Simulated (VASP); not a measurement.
Crystal: Al5Cu.

```
Al Cu
1.0
     4.86260    0.00000    0.00000
    -2.43130    4.21114    0.00000
     0.00000    0.00000    4.43803
Al Cu
5 1
Cartesian
  2.4313 1.4037 0.0000
  0.0000 2.8074 0.0000
  1.6209 0.0000 2.2190
  -0.8104 1.4037 2.2190
  1.6209 2.8074 2.2190
  0.0000 0.0000 0.0000
```

```yaml
Program: VASP 6.6.1
Task: relaxation of cell and atoms
Functional: PBE
Potentials_or_basis: VASP PAW PBE potentials, release 64 (Al, Cu)
Cutoff: 600 eV
k_mesh: 6 × 6 × 4
Occupations: gaussian, width 0.1 eV
Spin: no spin polarisation
```

At the start: pressure 3.5 GPa; volume 15.15 Å³/atom.

Problem. Where does the relaxation end?

Solution. Over 6 steps the energy falls by 20.2 meV/atom and the volume is 15.72 Å³/atom (+3.8 %); space group P-62m (No. 189, to 0.1 Å) before and after.

Step by step:
| step | energy change (eV) | largest force (eV/Å) | pressure (GPa) | volume (Å³) |
| --- | --- | --- | --- | --- |
| 1 | 0.0000 | 0.4120 | 3.48 | 90.88 |
| 2 | -0.1057 | 0.2409 | -0.91 | 95.27 |
| 3 | -0.1059 | 0.2451 | -0.91 | 95.17 |
| 4 | -0.1063 | 0.2575 | -0.55 | 94.84 |
| 5 | -0.1170 | 0.1468 | -0.41 | 94.57 |
| 6 | -0.1213 | 0.0125 | -0.15 | 94.29 |

Final structure:
```yaml
crystal:
  lattice:
    - [4.94290, 0.00000, 0.00000]
    - [-2.47145, 4.28068, 0.00000]
    - [0.00000, 0.00000, 4.45639]
  atoms:
    - { symbol: Al, position: [0.66667, 0.33333, 0.00000] }
    - { symbol: Al, position: [0.33333, 0.66667, 0.00000] }
    - { symbol: Al, position: [0.32368, 0.00000, 0.50000] }
    - { symbol: Al, position: [0.00000, 0.32368, 0.50000] }
    - { symbol: Al, position: [0.67632, 0.67632, 0.50000] }
    - { symbol: Cu, position: [0.00000, 0.00000, 0.00000] }
```

Caveat: the highest band is partly filled, so the run has too few bands.
